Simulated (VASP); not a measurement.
# V (P6_3/mmc) in VASP: single point with PBE+U

Aim: the single point of V with PBE+U.

Program: VASP 6.6.1. These are calculated values, not measurements. Logs are shortened: lines on timing, memory, paths and dates and some standing lists are left out, and cuts for length are marked.

## (1) The cell of the first run

Symmetry: P6_3/mmc, No. 194, hexagonal system. Conventional cell: a = 2.711 Å, b = 2.711 Å, c = 4.338 Å, α = 90.00°, β = 90.00°, γ = 120.00°. V (site symmetry -6m2) has 12 V at 2.67 to 2.71 Å within 3.5 Å.

This isn't the form of V at room conditions, which is bcc.

## (2) Single point, PBE+U, collinear spin, ferromagnetic start

INCAR reads:

```
SYSTEM = V
ALGO     = Normal         ! electronic algorithm
EDIFF    = 1E-6           ! SCF threshold, eV
ENCUT    = 500            ! plane-wave cutoff, eV
GGA      = PE             ! functional
GGA_COMPAT= .False.      
ISIF     = 2              ! what is computed and relaxed
ISMEAR   = 1              ! smearing method
ISPIN    = 2              ! spin polarisation
LASPH    = .True.         ! aspherical terms in the spheres
LCHARG   = .False.        ! write CHGCAR
LDAU     = .True.         ! DFT+U
LDAUJ    = 0            
LDAUL    = 2              ! shell
LDAUPRINT= 1            
LDAUTYPE = 2            
LDAUU    = 4              ! U, eV
LMAXMIX  = 4              ! l up to which the mixer works
LORBIT   = 11             ! projections on sites
LREAL    = .False.        ! projectors in reciprocal space
LWAVE    = .False.        ! write WAVECAR
MAGMOM   = 1.95 1.95      ! initial moments
NBANDS   = 24             ! bands
NELM     = 200            ! most SCF steps
PREC     = Accurate       ! precision mode
SIGMA    = 0.15           ! smearing width, eV
```

KPOINTS reads:

```
k-points
0
Gamma
  5 5 3
  0 0 0
```

POSCAR reads:

```
V
1.0
    2.7111661676      0.0000000000      0.0000000000
   -1.3555830838      2.3479387750      0.0000000000
    0.0000000000      0.0000000000      4.3378658682
V
2
Direct
    0.3333333333      0.6666666667      0.2500000000
    0.6666666667      0.3333333333      0.7500000000
```

Potentials or basis: VASP PAW PBE potentials, release 64 (V_sv).

On the command line:

```sh
> cat potpaw_PBE.64/V_sv/POTCAR > POTCAR
> mpirun -np 1 vasp_std > vasp.out
```

OUTCAR:

```text
SYSTEM = V
   EDIFF = 1E-6
   ENCUT = 500
   GGA = PE
   ISIF = 2
   ISMEAR = 1
   ISPIN = 2
   LASPH = .True.
   LORBIT = 11
   LREAL = .False.
   NELM = 200
   PREC = Accurate

 ion  position               nearest neighbor table
   1  0.333  0.667  0.250-   2 2.67   2 2.67   2 2.67   2 2.67   2 2.67   2 2.67
   2  0.667  0.333  0.750-   1 2.67   1 2.67   1 2.67   1 2.67   1 2.67   1 2.67

  LATTYP: Found a hexagonal cell.
 ALAT       =     2.7111661676
 C/A-ratio  =     1.6000000000

  Lattice vectors:

 A1 = (   2.7111661676,   0.0000000000,   0.0000000000)
 A2 = (  -1.3555830838,   2.3479387750,   0.0000000000)
 A3 = (   0.0000000000,   0.0000000000,   4.3378658682)

Analysis of symmetry for initial positions (statically):
=====================================================================
 Subroutine PRICEL returns:
 Original cell was already a primitive cell.

 Routine SETGRP: Setting up the symmetry group for a
 hexagonal supercell.

 Subroutine GETGRP returns: Found 24 space group operations
 (whereof 12 operations were pure point group operations)
 out of a pool of 24 trial point group operations.

The static configuration has the point symmetry D_3d.
 The point group associated with its full space group is D_6h.

Analysis of symmetry for dynamics (positions and initial velocities):
=====================================================================
 Subroutine PRICEL returns:
 Original cell was already a primitive cell.

 Routine SETGRP: Setting up the symmetry group for a
 hexagonal supercell.

 Subroutine GETGRP returns: Found 24 space group operations
 (whereof 12 operations were pure point group operations)
 out of a pool of 24 trial point group operations.

The dynamic configuration has the point symmetry D_3d.
 The point group associated with its full space group is D_6h.

Analysis of structural, dynamic, and magnetic symmetry:
=====================================================================
 Subroutine PRICEL returns:
 Original cell was already a primitive cell.

 Routine SETGRP: Setting up the symmetry group for a
 hexagonal supercell.

 Subroutine GETGRP returns: Found 24 space group operations
 (whereof 12 operations were pure point group operations)
 out of a pool of 24 trial point group operations.

The overall configuration has the point symmetry D_3d.
 The point group associated with its full space group is D_6h.

 Subroutine INISYM returns: Found 24 space group operations
 (whereof 12 operations are pure point group operations),
 and found     1 'primitive' translations

----------------------------------------------------------------------------------------

                                     Primitive cell

  volume of cell :      27.6133

  direct lattice vectors                    reciprocal lattice vectors
     2.711166168  0.000000000  0.000000000     0.368844969  0.212952742  0.000000000
    -1.355583084  2.347938775  0.000000000     0.000000000  0.425905484  0.000000000
     0.000000000  0.000000000  4.337865868     0.000000000  0.000000000  0.230528105

  length of vectors
     2.711166168  2.711166168  4.337865868     0.425905484  0.425905484  0.230528105

  position of ions in fractional coordinates (direct lattice)
     0.333333333  0.666666667  0.250000000
     0.666666667  0.333333333  0.750000000
[... 124 lines left out ...]

 occupancies and eigenvectors

  o =  0.1557  v =  0.0000  0.0000  0.0000  0.0000  0.0000  0.0000 -1.0000 -0.0000 -0.0000 -0.0000      0.0000  0.0000  0.0000  0.0000  0.0000  0.0000  0.0000  0.0000  0.0000  0.0000
  o =  0.1557  v =  0.0000  0.0000  0.0000  0.0000  0.0000  0.0000  0.0000  0.0000 -1.0000  0.0000      0.0000  0.0000  0.0000  0.0000  0.0000  0.0000  0.0000  0.0000  0.0000  0.0000
  o =  0.1923  v =  0.0000  0.0000  0.0000  0.0000  0.0000 -0.9997 -0.0000  0.0000 -0.0000  0.0226      0.0000  0.0000  0.0000  0.0000  0.0000  0.0000  0.0000  0.0000  0.0000  0.0000
  o =  0.1923  v =  0.0000  0.0000  0.0000  0.0000  0.0000 -0.0226  0.0000 -0.0000 -0.0000 -0.9997      0.0000  0.0000  0.0000  0.0000  0.0000  0.0000  0.0000  0.0000  0.0000  0.0000
  o =  0.1987  v =  0.0000  0.0000  0.0000  0.0000  0.0000 -0.0000  0.0000 -1.0000 -0.0000  0.0000      0.0000  0.0000  0.0000  0.0000  0.0000  0.0000  0.0000  0.0000  0.0000  0.0000
  o =  0.3197  v =  0.0000 -1.0000 -0.0000  0.0000  0.0000  0.0000  0.0000  0.0000  0.0000  0.0000      0.0000  0.0000  0.0000  0.0000  0.0000  0.0000  0.0000  0.0000  0.0000  0.0000
  o =  0.3197  v =  0.0000  0.0000 -0.0000  1.0000  0.0000  0.0000  0.0000  0.0000  0.0000  0.0000      0.0000  0.0000  0.0000  0.0000  0.0000  0.0000  0.0000  0.0000  0.0000  0.0000
  o =  0.4398  v =  1.0000  0.0000  0.0000  0.0000  0.0000  0.0000  0.0000  0.0000  0.0000  0.0000      0.0000  0.0000  0.0000  0.0000  0.0000  0.0000  0.0000  0.0000  0.0000  0.0000
  o =  0.4398  v =  0.0000  0.0000  0.0000 -0.0000  1.0000  0.0000  0.0000  0.0000  0.0000  0.0000      0.0000  0.0000  0.0000  0.0000  0.0000  0.0000  0.0000  0.0000  0.0000  0.0000
  o =  0.5816  v =  0.0000  0.0000 -1.0000 -0.0000  0.0000  0.0000  0.0000  0.0000  0.0000  0.0000      0.0000  0.0000  0.0000  0.0000  0.0000  0.0000  0.0000  0.0000  0.0000  0.0000

atom =   2  type =  1  l = 2

 onsite density matrix

spin component  1

  0.4398 -0.0000 -0.0000  0.0000  0.0000
 -0.0000  0.3197  0.0000 -0.0000 -0.0000
 -0.0000  0.0000  0.5816  0.0000 -0.0000
  0.0000 -0.0000  0.0000  0.3197 -0.0000
  0.0000 -0.0000 -0.0000 -0.0000  0.4398

spin component  2

  0.1923  0.0000  0.0000  0.0000  0.0000
  0.0000  0.1557  0.0000 -0.0000  0.0000
  0.0000  0.0000  0.1987 -0.0000 -0.0000
  0.0000 -0.0000 -0.0000  0.1557  0.0000
  0.0000  0.0000 -0.0000  0.0000  0.1923

 occupancies and eigenvectors

  o =  0.1557  v =  0.0000  0.0000  0.0000  0.0000  0.0000  0.0000 -1.0000  0.0000 -0.0000  0.0000      0.0000  0.0000  0.0000  0.0000  0.0000  0.0000  0.0000  0.0000  0.0000  0.0000
  o =  0.1557  v =  0.0000  0.0000  0.0000  0.0000  0.0000  0.0000 -0.0000  0.0000  1.0000 -0.0000      0.0000  0.0000  0.0000  0.0000  0.0000  0.0000  0.0000  0.0000  0.0000  0.0000
  o =  0.1923  v =  0.0000  0.0000  0.0000  0.0000  0.0000  1.0000  0.0000  0.0000  0.0000  0.0000      0.0000  0.0000  0.0000  0.0000  0.0000  0.0000  0.0000  0.0000  0.0000  0.0000
  o =  0.1923  v =  0.0000  0.0000  0.0000  0.0000  0.0000  0.0000  0.0000  0.0000  0.0000  1.0000      0.0000  0.0000  0.0000  0.0000  0.0000  0.0000  0.0000  0.0000  0.0000  0.0000
  o =  0.1987  v =  0.0000  0.0000  0.0000  0.0000  0.0000  0.0000 -0.0000 -1.0000  0.0000  0.0000      0.0000  0.0000  0.0000  0.0000  0.0000  0.0000  0.0000  0.0000  0.0000  0.0000
  o =  0.3197  v =  0.0000  1.0000 -0.0000  0.0000 -0.0000  0.0000  0.0000  0.0000  0.0000  0.0000      0.0000  0.0000  0.0000  0.0000  0.0000  0.0000  0.0000  0.0000  0.0000  0.0000
  o =  0.3197  v =  0.0000 -0.0000 -0.0000  1.0000  0.0000  0.0000  0.0000  0.0000  0.0000  0.0000      0.0000  0.0000  0.0000  0.0000  0.0000  0.0000  0.0000  0.0000  0.0000  0.0000
  o =  0.4398  v =  1.0000  0.0000  0.0000  0.0000  0.0000  0.0000  0.0000  0.0000  0.0000  0.0000      0.0000  0.0000  0.0000  0.0000  0.0000  0.0000  0.0000  0.0000  0.0000  0.0000
  o =  0.4398  v =  0.0000 -0.0000 -0.0000  0.0000 -1.0000  0.0000  0.0000  0.0000  0.0000  0.0000      0.0000  0.0000  0.0000  0.0000  0.0000  0.0000  0.0000  0.0000  0.0000  0.0000
  o =  0.5816  v =  0.0000 -0.0000 -1.0000 -0.0000  0.0000  0.0000  0.0000  0.0000  0.0000  0.0000      0.0000  0.0000  0.0000  0.0000  0.0000  0.0000  0.0000  0.0000  0.0000  0.0000

 number of electron      25.9999989 magnetization       2.6538951

 Free energy of the ion-electron system (eV)
  ---------------------------------------------------
  ext. energy  EPLUGINS =         0.00000000
  ---------------------------------------------------
  free energy    TOTEN  =        -9.22968599 eV

  energy without entropy =       -9.23656254  energy(sigma->0) =       -9.23197817

 E-fermi :  10.3278     XC(G=0): -12.7681

 val. band max:       10.3083424620   @ k =   0.2000   0.2000   0.3333
 cond. band min:      10.4259215039   @ k =   0.2000  -0.0000   0.0000
 fundamental gap:      0.1175790418
 Fermi energy:        10.3278385593

 spin component 1

 k-point     1 :       0.0000    0.0000    0.0000
  band No.  band energies     occupation
      1     -54.9581      1.00000
      2     -54.7793      1.00000
      3     -29.1716      1.00000
      4     -28.4106      1.00000
      5     -28.4106      1.00000
      6     -28.3193      1.00000
[... 259 lines left out ...]
     23      21.1182      0.00000
     24      23.5184      0.00000
 Fermi energy:        10.3278385593

 spin component 2

 k-point     1 :       0.0000    0.0000    0.0000
  band No.  band energies     occupation
      1     -53.7805      1.00000
      2     -53.5989      1.00000
      3     -27.9841      1.00000
      4     -27.2531      1.00000
      5     -27.2531      1.00000
      6     -27.1344      1.00000
[... 259 lines left out ...]
     23      22.0978      0.00000
     24      24.4638      0.00000

------------------------ aborting loop because EDIFF is reached ----------------------------------------

  FORCE on cell =-STRESS in cart. coord.  units (eV):
  Direction    XX          YY          ZZ          XY          YZ          ZX
  --------------------------------------------------------------------------------------
  -------------------------------------------------------------------------------------
  Total        2.2450655      2.2450655      5.3091337      0.0000000     -0.0000000      0.0000000
  in kB      130.2628499    130.2628499    308.0457510      0.0000000     -0.0000000      0.0000000
  external PRESSURE =     189.5238170 kB  Pullay stress =       0.0000000 kB

 VOLUME and BASIS-vectors are now :
 -----------------------------------------------------------------------------
  energy-cutoff  :      500.00
  volume of cell :       27.61
      direct lattice vectors                 reciprocal lattice vectors
     2.711166168  0.000000000  0.000000000     0.368844969  0.212952742  0.000000000
    -1.355583084  2.347938775  0.000000000     0.000000000  0.425905484  0.000000000
     0.000000000  0.000000000  4.337865868     0.000000000  0.000000000  0.230528105

 POSITION                                       TOTAL-FORCE (eV/Angst)
 -----------------------------------------------------------------------------------
     -0.00000      1.56529      1.08447        -0.000000      0.000000      0.000000
      1.35558      0.78265      3.25340         0.000000     -0.000000      0.000000
 -----------------------------------------------------------------------------------
    total drift:                               -0.000000      0.000000     -0.000000

  FREE ENERGIE OF THE ION-ELECTRON SYSTEM (eV)
  ---------------------------------------------------
  free  energy   TOTEN  =        -9.2296859870 eV

  energy  without entropy=       -9.2365625387  energy(sigma->0) =       -9.23197817

 total charge

# of ion       s       p       d       tot
------------------------------------------
    1        2.359   6.244   2.968  11.572
    2        2.359   6.244   2.968  11.572
--------------------------------------------------
tot          4.718  12.489   5.936  23.143

 magnetization (x)

# of ion       s       p       d       tot
------------------------------------------
    1       -0.003   0.023   1.200   1.220
    2       -0.003   0.023   1.200   1.220
--------------------------------------------------
tot         -0.005   0.045   2.399   2.439
```

Wall time 5.1 min (1 thread of Intel Xeon 8259CL, shared host); peak memory 0.15 GiB.

Results:

```
Free energy                                           : -9.2297 eV
Pressure                                              : 19.0 GPa
Net moment                                            : 2.65 μB per cell
Site moments                                          : V +1.22 μB
Valence electrons inside the program's atomic spheres : V 11.57
```

Stress tensor (GPa, compression positive):
```
13.03  0.00  0.00
 0.00 13.03  0.00
 0.00  0.00 30.80
```

Eigenvalues of the final occupation matrices:
```
    site  spin  trace               eigenvalues
site 1 d     1   2.10  0.32 0.32 0.44 0.44 0.58
site 1 d     2   0.89  0.16 0.16 0.19 0.19 0.20
site 2 d     1   2.10  0.32 0.32 0.44 0.44 0.58
site 2 d     2   0.89  0.16 0.16 0.19 0.19 0.20
```

Caveat: the k points lie up to 0.54 Å⁻¹ apart; the U is typed as a test and isn't derived for this compound. The state reached can hang on the start; a lower one may exist.
